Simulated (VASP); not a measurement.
# PbS (Galena) (Fm-3m) in VASP: dielectric tensor with PBE

Aim: the dielectric tensor of PbS (Galena) with PBE.

All numbers are computed with VASP 6.6.1; they aren't measurements. Logs are shortened: lines on timing, memory, paths and dates and some standing lists are left out, and cuts for length are marked.

### Step 1. The cell of the first run

The structure is cubic, space group Fm-3m (No. 225). Conventional cell: a = 5.941 Å, b = 5.941 Å, c = 5.941 Å, α = 90.00°, β = 90.00°, γ = 90.00°. Within 3.9 Å of Pb (site symmetry m-3m) lie 6 S at 2.97 Å. S (site symmetry m-3m) has 6 Pb at 2.97 Å within 3.9 Å.

### Step 2. Dielectric tensor, PBE

File INCAR:

```
  PREC = Accurate
  ENCUT = 520
  EDIFF = 1E-8
  ISMEAR = 0
  SIGMA = 0.01
  LREAL = False
  LASPH = True
  NELM = 80
  ALGO = Normal
  ISIF = 2
  LWAVE = False
  LCHARG = False
  GGA = PE
  LEPSILON = True
```

File KPOINTS:

```
regular mesh
0
Gamma
  6 6 6
```

File POSCAR:

```
PbS
1.0
    0.0000000000      2.9705683358      2.9705683358
    2.9705683358      0.0000000000      2.9705683358
    2.9705683358      2.9705683358      0.0000000000
Pb S
1 1
Direct
    0.0000000000      0.0000000000      0.0000000000
    0.5000000000      0.5000000000      0.5000000000
```

Potentials or basis: VASP PAW PBE potentials, release 64 (Pb_d, S).

The run is started by

```sh
$ cat potpaw_PBE.64/Pb_d/POTCAR potpaw_PBE.64/S/POTCAR > POTCAR
$ mpirun -np 1 vasp_std > vasp.out
```

OUTCAR:

```text
PREC = Accurate
   ENCUT = 520
   EDIFF = 1E-8
   ISMEAR = 0
   LREAL = False
   LASPH = True
   NELM = 80
   ISIF = 2
   GGA = PE
   LEPSILON = True

 ion  position               nearest neighbor table
   1  0.000  0.000  0.000-   2 2.97   2 2.97   2 2.97   2 2.97   2 2.97   2 2.97
   2  0.500  0.500  0.500-   1 2.97   1 2.97   1 2.97   1 2.97   1 2.97   1 2.97

  LATTYP: Found a face centered cubic cell.
 ALAT       =     5.9411366716

  Lattice vectors:

 A1 = (   0.0000000000,   2.9705683358,   2.9705683358)
 A2 = (   2.9705683358,   0.0000000000,   2.9705683358)
 A3 = (   2.9705683358,   2.9705683358,   0.0000000000)

Analysis of symmetry for initial positions (statically):
=====================================================================
 Subroutine PRICEL returns:
 Original cell was already a primitive cell.

 Routine SETGRP: Setting up the symmetry group for a
 face centered cubic supercell.

 Subroutine GETGRP returns: Found 48 space group operations
 (whereof 48 operations were pure point group operations)
 out of a pool of 48 trial point group operations.

The static configuration has the point symmetry O_h .

Analysis of symmetry for dynamics (positions and initial velocities):
=====================================================================
 Subroutine PRICEL returns:
 Original cell was already a primitive cell.

 Routine SETGRP: Setting up the symmetry group for a
 face centered cubic supercell.

 Subroutine GETGRP returns: Found 48 space group operations
 (whereof 48 operations were pure point group operations)
 out of a pool of 48 trial point group operations.

The dynamic configuration has the point symmetry O_h .

 Subroutine INISYM returns: Found 48 space group operations
 (whereof 48 operations are pure point group operations),
 and found     1 'primitive' translations

----------------------------------------------------------------------------------------

                                     Primitive cell

  volume of cell :      52.4262

  direct lattice vectors                    reciprocal lattice vectors
     0.000000000  2.970568336  2.970568336    -0.168317959  0.168317959  0.168317959
     2.970568336  0.000000000  2.970568336     0.168317959 -0.168317959  0.168317959
     2.970568336  2.970568336  0.000000000     0.168317959  0.168317959 -0.168317959

  length of vectors
     4.201018028  4.201018028  4.201018028     0.291535257  0.291535257  0.291535257

  position of ions in fractional coordinates (direct lattice)
     0.000000000  0.000000000  0.000000000
     0.500000000  0.500000000  0.500000000

  ion indices of the primitive-cell ions
   primitive index   ion index
                 1           1
                 2           2

----------------------------------------------------------------------------------------

 KPOINTS: regular mesh

Automatic generation of k-mesh.
 Grid dimensions read from file:
 generate k-points for:    6    6    6

 Generating k-lattice:

  Cartesian coordinates                     Fractional coordinates (reciprocal lattice)
    -0.028052993  0.028052993  0.028052993     0.166666667  0.000000000  0.000000000
     0.028052993 -0.028052993  0.028052993     0.000000000  0.166666667  0.000000000
     0.028052993  0.028052993 -0.028052993     0.000000000  0.000000000  0.166666667

  Length of vectors
     0.048589210  0.048589210  0.048589210

  Shift w.r.t. Gamma in fractional coordinates (k-lattice)
     0.000000000  0.000000000  0.000000000

 Subroutine IBZKPT returns following result:
 ===========================================

 Found     16 irreducible k-points:

 Following reciprocal coordinates:
            Coordinates               Weight
  0.000000  0.000000  0.000000      1.000000
  0.166667  0.000000  0.000000      8.000000
  0.333333  0.000000  0.000000      8.000000
  0.500000  0.000000  0.000000      4.000000
  0.166667  0.166667  0.000000      6.000000
  0.333333  0.166667  0.000000     24.000000
[... 8 lines left out ...]
 -0.333333  0.333333  0.166667     24.000000
 -0.333333  0.500000  0.166667     12.000000
   k-points           NKPTS =     16   k-points in BZ     NKDIM =     16   number of bands    NBANDS=     14
   number of dos      NEDOS =    301   number of ions     NIONS =      2
   total plane-waves  NPLWV =  32768
   dimension x,y,z NGX =    32 NGY =   32 NGZ =   32
   dimension x,y,z NGXF=    64 NGYF=   64 NGZF=   64
   ions per type =               1   1
   NGX,Y,Z   is equivalent  to a cutoff of  12.66, 12.66, 12.66 a.u.
   NGXF,Y,Z  is equivalent  to a cutoff of  25.33, 25.33, 25.33 a.u.
 SYSTEM =  unknown system
   PREC   = accura    normal or accurate (medium, high low for compatibility)
   ISTART =      0    job   : 0-new  1-cont  2-samecut
   ICHARG =      2    charge: 1-file 2-atom 10-const
   ISPIN  =      1    spin polarized calculation?
   LNONCOLLINEAR =      F non collinear calculations
   LSORBIT =      F    spin-orbit coupling
   LASPH  =      T    aspherical Exc in radial PAW
   ENCUT  =  520.0 eV  38.22 Ry    6.18 a.u.   7.81  7.81  7.81*2*pi/ulx,y,z
   NELM   =     80;   NELMIN=  2; NELMDL= -5     # of ELM steps
   EDIFF  = 0.1E-07   stopping-criterion for ELM
   LREAL  =      F    real-space projection
   EDIFFG = 0.1E-06   stopping-criterion for IOM
   NSW    =      0    number of steps for IOM
   IBRION =     -1    ionic relax: 0-MD 1-quasi-New 2-CG
   NFREE  =      0    steps in history (QN), initial steepest desc. (CG)
   ISIF   =      2    stress and relaxation
   ISYM   =      2    0-nonsym 1-usesym 2-fastsym
   POTIM  = 0.5000    time-step for ionic-motion
   TEBEG  =    0.0;   TEEND  =   0.0 temperature during run
   PSTRESS=    0.0 pullay stress
   NELECT =      20.0000    total number of electrons
   NUPDOWN=      -1.0000    fix difference up-down
   EMIN   =  10.00;   EMAX   =-10.00  energy-range for DOS
   EFERMI =   0.00;   METHOD = LEGACY
   ISMEAR =     0;   SIGMA  =   0.01  broadening in eV -4-tet -1-fermi 0-gaus
   EFERMI_NEDOS =   21; number of points for ismear=-14 and -15
   IALGO  =     38    algorithm
   IMIX   =      4    mixing-type and parameters
     AMIX     =   0.40;   BMIX     =  1.00
     AMIX_MAG =   1.60;   BMIX_MAG =  1.00
  volume/ion in A,a.u.               =      26.21       176.89
  Fermi-wavevector in a.u.,A,eV,Ry     =   1.187322  2.243714 19.180598  1.409734
  Thomas-Fermi vector in A             =   2.323476
   LORBIT       =      0    0 simple, 1 ext, 2 COOP (PROOUT), +10 PAW based schemes
   GGA     = PE    functional components
   LHFCALC =     F    Hartree Fock is set to
   AEXX    =    0.0000 exact exchange contribution
   IVDW    =     0    specifies the selected vdW correction
   LEPSILON=     T    determine dielectric tensor
   LRPA    =     F    only Hartree local field effects (RPA)
 non-spin polarized calculation
 Gauss-broadening in eV      SIGMA  =   0.01
  energy-cutoff  :      520.00
  volume of cell :       52.43
 maximum number of plane-waves:      1428
   NGX = 15   NGY = 15   NGZ = 15

--------------------------------------- Ionic step        1  -------------------------------------------

 number of electron      19.9999999 magnetization

 E-fermi :   5.8597     XC(G=0):  -9.6602

 val. band max:        5.7514182426   @ k =   0.5000   0.0000   0.0000
 cond. band min:       6.1346870410   @ k =   0.5000   0.0000   0.0000
 fundamental gap:      0.3832687983
 Fermi energy:         5.8597125788

 k-point     1 :       0.0000    0.0000    0.0000
  band No.  band energies     occupation
      1     -11.0571      2.00000
      2     -11.0571      2.00000
      3     -11.0571      2.00000
      4     -11.0406      2.00000
      5     -11.0406      2.00000
      6      -7.7973      2.00000
      7      -0.2876      2.00000
      8       3.6070      2.00000
      9       3.6070      2.00000
     10       3.6070      2.00000
     11      10.9569      0.00000
     12      10.9569      0.00000
     13      10.9569      0.00000
     14      12.5006      0.00000
[... 239 lines left out ...]
 k-point    16 :      -0.3333    0.5000    0.1667
  band No.  band energies     occupation
      1     -11.1606      2.00000
      2     -11.0617      2.00000
      3     -11.0316      2.00000
      4     -11.0194      2.00000
      5     -10.9973      2.00000
      6      -6.1166      2.00000
      7      -2.0168      2.00000
      8       0.9659      2.00000
      9       1.8204      2.00000
     10       3.9681      2.00000
     11       8.9195      0.00000
     12      10.0239      0.00000
     13      10.8495      0.00000
     14      12.6238      0.00000

  FORCE on cell =-STRESS in cart. coord.  units (eV):
  Direction    XX          YY          ZZ          XY          YZ          ZX
  --------------------------------------------------------------------------------------
  -------------------------------------------------------------------------------------
  Total        0.6012615      0.6012615      0.6012615     -0.0000000      0.0000000     -0.0000000
  in kB       18.3749153     18.3749153     18.3749153     -0.0000000      0.0000000     -0.0000000
  external PRESSURE =      18.3749153 kB  Pullay stress =       0.0000000 kB

 VOLUME and BASIS-vectors are now :
 -----------------------------------------------------------------------------
  energy-cutoff  :      520.00
  volume of cell :       52.43
      direct lattice vectors                 reciprocal lattice vectors
     0.000000000  2.970568336  2.970568336    -0.168317959  0.168317959  0.168317959
     2.970568336  0.000000000  2.970568336     0.168317959 -0.168317959  0.168317959
     2.970568336  2.970568336  0.000000000     0.168317959  0.168317959 -0.168317959

 POSITION                                       TOTAL-FORCE (eV/Angst)
 -----------------------------------------------------------------------------------
      0.00000      0.00000      0.00000        -0.000000      0.000000     -0.000000
      2.97057      2.97057      2.97057         0.000000     -0.000000      0.000000
 -----------------------------------------------------------------------------------
    total drift:                                0.000000     -0.000000     -0.000000

  FREE ENERGIE OF THE ION-ELECTRON SYSTEM (eV)
  ---------------------------------------------------
  free  energy   TOTEN  =        -8.7608367822 eV

  energy  without entropy=       -8.7608367822  energy(sigma->0) =       -8.76083678

 HEAD OF MICROSCOPIC STATIC DIELECTRIC TENSOR (INDEPENDENT PARTICLE, excluding Hartree and local field effects)
 ------------------------------------------------------
          30.064884     0.000000     0.000000
           0.000000    30.064884     0.000000
          -0.000000    -0.000000    30.064884
 ------------------------------------------------------

 Free energy of the ion-electron system (eV)
  ---------------------------------------------------
  ---------------------------------------------------
  free energy    TOTEN  =        -4.30181009 eV

  energy without entropy =       -4.30181009

------------------------ aborting loop because EDIFF is reached ----------------------------------------

--------------------------------------- Ionic step        2  -------------------------------------------

------------------------ aborting loop because EDIFF is reached ----------------------------------------

--------------------------------------- Ionic step        3  -------------------------------------------

 Free energy of the ion-electron system (eV)
  ---------------------------------------------------
  ---------------------------------------------------
  free energy    TOTEN  =        -4.30180429 eV

  energy without entropy =       -4.30180429

------------------------ aborting loop because EDIFF is reached ----------------------------------------

 PIEZOELECTRIC TENSOR FIELD DIRECTION 3  (e Angst)
 -----------------------------------------------------------------------------
     0.00288  0.00000 -0.00000           (  0.00001  0.00000  0.00000)
     0.00000  0.00288  0.00000           (  0.00000  0.00001 -0.00000)
     0.00000 -0.00000 -0.00022           (  0.00000 -0.00000  0.00002)

 PIEZOELECTRIC TENSOR FIELD DIRECTION 3  (C/m^2)
 -----------------------------------------------------------------------------
     0.00088  0.00000 -0.00000
     0.00000  0.00088  0.00000
     0.00000 -0.00000 -0.00007

 MACROSCOPIC STATIC DIELECTRIC TENSOR (including local field effects in DFT)
 ------------------------------------------------------
          29.292426    -0.000000     0.000000
           0.000000    29.292426    -0.000000
           0.000000     0.000000    29.292426
 ------------------------------------------------------

 PIEZOELECTRIC TENSOR (including local field effects)  for field in x, y, z        (e  Angst)
          XX          YY          ZZ          XY          YZ          ZX
  --------------------------------------------------------------------------------
  x     0.00000     0.00000     0.00000     0.00000     0.00000     0.00000
  y     0.00000     0.00000     0.00000     0.00000     0.00000     0.00000
  z     0.00000     0.00000     0.00000     0.00000     0.00000     0.00000

 PIEZOELECTRIC TENSOR (including local field effects)  for field in x, y, z        (C/m^2)
          XX          YY          ZZ          XY          YZ          ZX
  --------------------------------------------------------------------------------
  x     0.00000     0.00000     0.00000     0.00000     0.00000     0.00000
  y     0.00000     0.00000     0.00000     0.00000     0.00000     0.00000
  z     0.00000     0.00000     0.00000     0.00000     0.00000     0.00000

 BORN EFFECTIVE CHARGES (including local field effects) (in |e|, cummulative output)
 ---------------------------------------------------------------------------------
 ion    1
    1     3.23652     0.00000     0.00000
    2     0.00000     3.23652     0.00000
    3     0.00000     0.00000     3.23652
 ion    2
    1    -3.23652     0.00000     0.00000
    2     0.00000    -3.23652     0.00000
    3     0.00000     0.00000    -3.23652
```

Run time: 2.5 min. Hardware: 1 thread of Intel Xeon Platinum 8259CL at 2.50GHz (Skylake/Cascade Lake), shared host; peak memory 0.23 GiB.

Results:

```yaml
Band_gap_on_the_k_mesh: 0.38 eV, direct
Electronic_dielectric_tensor_diagonal: 29.29
Born_charges_mean_of_the_diagonal: Pb +3.24; S -3.24 e
```

Electronic dielectric tensor:
```
29.29  0.00  0.00
 0.00 29.29  0.00
 0.00  0.00 29.29
```

Born effective charge tensors (e):
atom 1, Pb
```
3.24 0.00 0.00
0.00 3.24 0.00
0.00 0.00 3.24
```
atom 2, S
```
-3.24  0.00  0.00
 0.00 -3.24  0.00
 0.00  0.00 -3.24
```

Caveat: the gap is small at this level, which inflates the dielectric constant; spin-orbit coupling is left out, which moves the levels of the heavy elements. A k mesh can miss the band edges.
